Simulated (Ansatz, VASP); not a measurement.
## Two plane-wave programs on In3Sb

```
CELL_PARAMETERS angstrom
4.83376 0.00000 0.00000
0.00000 4.83376 0.00000
0.00000 0.00000 4.83376
ATOMIC_POSITIONS crystal
In 0.50000 0.50000 0.00000
In 0.50000 0.00000 0.50000
In 0.00000 0.50000 0.50000
Sb 0.00000 0.00000 0.00000
```

Alike in both runs: task single point; functional r2SCAN; k mesh 10 × 10 × 10; occupations gaussian, width 0.1 eV; no spin polarisation.

|  | VASP | Ansatz |
| --- | --- | --- |
| version | VASP 6.6.1 | Ansatz 0.2.0 |
| potentials or method | VASP PAW PBE potentials, release 64 (In_d, Sb), cutoff 520 eV | scalar-relativistic, plane waves, PAW |
| valence electrons in the cell | 44 | 54 |

|  | VASP | Ansatz | Ansatz less VASP |
| --- | --- | --- | --- |
| gap on the k mesh at the Fermi level (eV) | none | none | - |
| pressure (GPa) | -1.2 | -1.1 | +0.01 |

VASP's potentials were made for PBE, not for r2SCAN. A gap of «none» marks a metal or a gap that the smearing closes. With one functional, cell and mesh, what is left measures potentials, basis and numerics. VASP's potentials hold 44 valence electrons a cell and Ansatz's 54, so a difference there can come from the potentials and not from the codes.

Neither program's run includes spin-orbit coupling.
